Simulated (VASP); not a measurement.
Wanted: the native input for a VASP 6.6.1 run.

* Task: single point
* Functional: r2SCAN
* Potentials or basis: VASP PAW PBE potentials, release 64 (Si)
* Cutoff: 550 eV
* k mesh: 8 × 8 × 8
* Occupations: methfessel-paxton, width 0.02 eV
* Spin: no spin polarisation
* Dipole correction: no
* Further INCAR settings: ALGO = Normal; EDIFF = 1e-06; NBANDS = 11

Crystal: Si.

```
CELL_PARAMETERS angstrom
0.00000 2.73505 2.73505
2.73505 0.00000 2.73505
2.73505 2.73505 0.00000
ATOMIC_POSITIONS crystal
Si 0.75000 0.75000 0.75000
Si 0.50000 0.50000 0.50000
```

The input as run:

POSCAR

```
Si
1.0
    0.0000000000      2.7350468793      2.7350468793
    2.7350468793      0.0000000000      2.7350468793
    2.7350468793      2.7350468793      0.0000000000
Si
2
Direct
    0.7500000000      0.7500000000      0.7500000000
    0.5000000000      0.5000000000      0.5000000000
```

INCAR.step1

```
SYSTEM = Si
PREC     = Accurate       ! precision mode
ENCUT    = 550            ! plane-wave cutoff, eV
ISMEAR   = 1              ! smearing method
SIGMA    = 0.02           ! smearing width, eV
LREAL    = .FALSE.        ! projectors in reciprocal space
LASPH    = .TRUE.         ! aspherical terms in the spheres
NELM     = 120            ! most SCF steps
NBANDS   = 11             ! bands
GGA      = PE             ! functional
ALGO     = Normal         ! electronic algorithm
EDIFF    = 1E-5           ! SCF threshold, eV
LWAVE    = .TRUE.         ! write WAVECAR
LCHARG   = .FALSE.        ! write CHGCAR
GGA_COMPAT= .FALSE.
```

INCAR.step2

```
SYSTEM = Si
PREC     = Accurate       ! precision mode
ENCUT    = 550            ! plane-wave cutoff, eV
EDIFF    = 1E-6           ! SCF threshold, eV
ISMEAR   = 1              ! smearing method
SIGMA    = 0.02           ! smearing width, eV
LREAL    = .FALSE.        ! projectors in reciprocal space
LASPH    = .TRUE.         ! aspherical terms in the spheres
NELM     = 120            ! most SCF steps
ALGO     = Normal         ! electronic algorithm
ISIF     = 2              ! what is computed and relaxed
LWAVE    = .FALSE.        ! write WAVECAR
LCHARG   = .TRUE.         ! write CHGCAR
METAGGA  = R2SCAN         ! meta-GGA
LMIXTAU  = .TRUE.       
LELF     = .TRUE.         ! ELF
LVHAR    = .TRUE.       
NBANDS   = 11             ! bands
ISTART   = 1            
GGA_COMPAT= .FALSE.
```

KPOINTS

```
Automatic mesh
0
G
  8 8 8
  0 0 0
```

Potentials or basis: VASP PAW PBE potentials, release 64 (Si).

Command:

```console
$ cat potpaw_PBE.64/Si/POTCAR > POTCAR
$ cp INCAR.step1 INCAR
$ mpirun -np 1 vasp_std > vasp.out
$ cp INCAR.step2 INCAR
$ mpirun -np 1 vasp_std > vasp.out
```

It gave:

```json
{
 "Pressure": "-1.6 GPa",
 "Band gap on the k mesh": "0.85 eV (least direct gap 2.75 eV)"
}
```

Caveat: the PAW data sets were made with another functional, which shifts forces and pressure a little.

Run time: 50 s on 1 thread of Intel Xeon 8259CL, on a shared host, peak memory 0.16 GiB.
